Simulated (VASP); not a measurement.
The system is TlGaS3.

```xyz
10
Lattice="6.5840 0.0000 0.0000 -3.2920 5.7019 0.0000 0.0000 0.0000 5.5306" Properties=species:S:1:pos:R:3 pbc="T T T"
Tl    0.0000    3.8013    4.1479
Tl    3.2920    1.9006    1.3826
Ga    0.0000    0.0000    0.0000
Ga    0.0000    0.0000    2.7653
S     3.2920    3.8013    4.1479
S     1.6460    0.9503    4.1479
S     4.9380    0.9503    4.1479
S     0.0000    1.9006    1.3826
S     1.6460    4.7516    1.3826
S    -1.6460    4.7516    1.3826
```

```yaml
Program: VASP 6.6.1
Task: relaxation of cell and atoms
Functional: PBE
Potentials_or_basis: VASP PAW PBE potentials, release 64 (Tl_d, Ga_d, S)
Cutoff: 600 eV
k_mesh: 3 × 3 × 4
Occupations: gaussian, width 0.1 eV
Spin: no spin polarisation
```

At the start: pressure 7.2 GPa; volume 20.76 Å³/atom.

Task: How do energy, volume and symmetry change on relaxing?

Result: Over 12 steps the energy falls by 171.2 meV/atom and the volume is 22.30 Å³/atom (+7.4 %); space group P6_3/mmc (No. 194, to 0.05 Å).

The path:
| step | energy change (eV) | largest force (eV/Å) | pressure (GPa) | volume (Å³) |
| --- | --- | --- | --- | --- |
| 1 | 0.0000 | 1.0950 | 7.16 | 207.62 |
| 2 | -0.5933 | 0.3524 | -2.15 | 236.71 |
| 3 | -0.6343 | 0.1194 | -0.61 | 230.06 |
| 4 | -0.8572 | 0.1421 | -0.93 | 230.28 |
| 5 | -1.5783 | 0.1245 | -1.33 | 229.67 |
| 6 | -0.5547 | 0.3714 | 1.77 | 223.23 |
| 7 | -1.6919 | 0.0672 | -1.11 | 228.82 |
| 8 | -1.6934 | 0.0607 | -1.08 | 228.73 |
| 9 | -1.6897 | 0.2154 | 1.17 | 219.66 |
| 10 | -1.7090 | 0.0657 | -0.07 | 224.37 |
| 11 | -1.7113 | 0.0422 | -0.03 | 223.64 |
| 12 | -1.7118 | 0.0213 | 0.00 | 222.99 |

Final structure:
```xyz
10
Lattice="6.2642 0.0000 0.0000 -3.1321 5.4249 0.0000 0.0000 0.0000 6.5620" Properties=species:S:1:pos:R:3 pbc="T T T"
Tl    0.0000    3.6166    4.9215
Tl    3.1321    1.8083    1.6405
Ga    0.0000    0.0000    0.0000
Ga    0.0000    0.0000    3.2810
S     3.1321    3.5711    4.9215
S     1.6054    0.9269    4.9215
S     4.6587    0.9269    4.9215
S     0.0000    1.8538    1.6405
S     1.5266    4.4980    1.6405
S    -1.5266    4.4980    1.6405
```

Caveat: the k points lie up to 0.39 Å⁻¹ apart in the final cell.
